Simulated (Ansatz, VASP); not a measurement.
# Two plane-wave programs on Ca

```
CELL_PARAMETERS angstrom
-2.21306 2.21306 2.21306
2.21306 -2.21306 2.21306
2.21306 2.21306 -2.21306
ATOMIC_POSITIONS crystal
Ca 0.00000 0.00000 0.00000
```

Alike in both runs: task relaxation of cell and atoms; functional r2SCAN; k mesh 18 × 18 × 18; occupations gaussian, width 0.1 eV; no spin polarisation.

```csv
,VASP,Ansatz
version,VASP 6.6.1,Ansatz 0.2.0
potentials or method,"VASP PAW PBE potentials, release 64 (Ca_sv), cutoff 600 eV","scalar-relativistic, plane waves, PAW"
valence electrons in the cell,10,10
```

VASP gave:

| Property | Result |
| --- | --- |
| gap on the k mesh at the Fermi level, each at its own relaxed structure (eV) | none |
| relaxed volume (Å³/atom) | 43.46 |
| relaxed length of the cell vector where the two differ most in proportion (Å) | 3.836 |

Estimate Ansatz's values.

gap on the k mesh at the Fermi level, each at its own relaxed structure (eV): none; relaxed volume (Å³/atom): 43.36; relaxed length of the cell vector where the two differ most in proportion (Å): 3.833.

VASP's potentials were made for PBE, not for r2SCAN. A gap of «none» marks a metal or a gap that the smearing closes.
